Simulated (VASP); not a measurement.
A run of VASP 6.6.1:

The input INCAR:

```
SYSTEM = Ta2C
  ALGO = Normal
  EDIFF = 1E-6
  ENCUT = 520
  GGA = PS
  ISIF = 2
  ISMEAR = 0
  LASPH = .TRUE.
  LCHARG = .FALSE.
  LREAL = .FALSE.
  LWAVE = .FALSE.
  NBANDS = 20
  NELM = 100
  PREC = Accurate
  SIGMA = 0.15
```

KPOINTS

```
k-points
0
G
  18 18 10
  0 0 0
```

The input POSCAR:

```
Ta2C
1.0
    3.2113744787      0.0000000000      0.0000000000
   -1.6056872394      2.7811318796      0.0000000000
    0.0000000000      0.0000000000      4.9210802832
Ta C
2 1
Direct
    0.3333333333      0.6666666667      0.2528761935
    0.6666666667      0.3333333333      0.7471238065
    0.0000000000      0.0000000000      0.0000000000
```

Potentials or basis: VASP PAW PBE potentials, release 64 (Ta_pv, C).

Command:

```sh
$ cat potpaw_PBE.64/Ta_pv/POTCAR potpaw_PBE.64/C/POTCAR > POTCAR
$ mpirun -np 1 vasp_std > vasp.out
```

Hardware: 1 thread of AMD EPYC 7R43 64-Core Processor (Zen 3), on a shared host.

**Question.** How long does it take, and how much memory?

**Answer.** Wall time 4.7 min on 1 thread of AMD EPYC 7R43 64-Core Processor (Zen 3), on a shared host, peak memory 0.33 GiB. Counts: scf iterations 13, k points 330.
